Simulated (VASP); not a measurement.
A run of VASP 6.6.1:

The input INCAR:

```
  PREC = Accurate
  ENCUT = 520
  EDIFF = 1E-7
  ISMEAR = -1
  SIGMA = 0.05
  LREAL = False
  LASPH = True
  NELM = 80
  ALGO = Normal
  ISIF = 2
  LWAVE = False
  LCHARG = False
  GGA = PE
  IVDW = 12
  NBANDS = 20
```

The input KPOINTS:

```
Automatic mesh
0
Gamma
  9 9 9
```

The input POSCAR:

```
CdF2
1.0
    0.0000000000      2.7222402194      2.7222402194
    2.7222402194      0.0000000000      2.7222402194
    2.7222402194      2.7222402194      0.0000000000
Cd F
1 2
Direct
    0.0000000000      0.0000000000      0.0000000000
    0.7500000000      0.7500000000      0.7500000000
    0.2500000000      0.2500000000      0.2500000000
```

Potentials or basis: VASP PAW PBE potentials, release 64 (Cd, F).

Run with:

```bash
$ cat potpaw_PBE.64/Cd/POTCAR potpaw_PBE.64/F/POTCAR > POTCAR
$ mpirun -np 1 vasp_std > vasp.out
```

Hardware: 1 thread of Intel(R) Xeon(R) Platinum 8375C CPU @ 2.90GHz (Ice Lake), with other jobs on the host.

Problem. Estimate the wall time of this run.

Solution. It took 27 s on 1 thread of Intel(R) Xeon(R) Platinum 8375C CPU @ 2.90GHz (Ice Lake) (shared host), peak memory 0.19 GiB. Counts: scf iterations 15, k points 35.
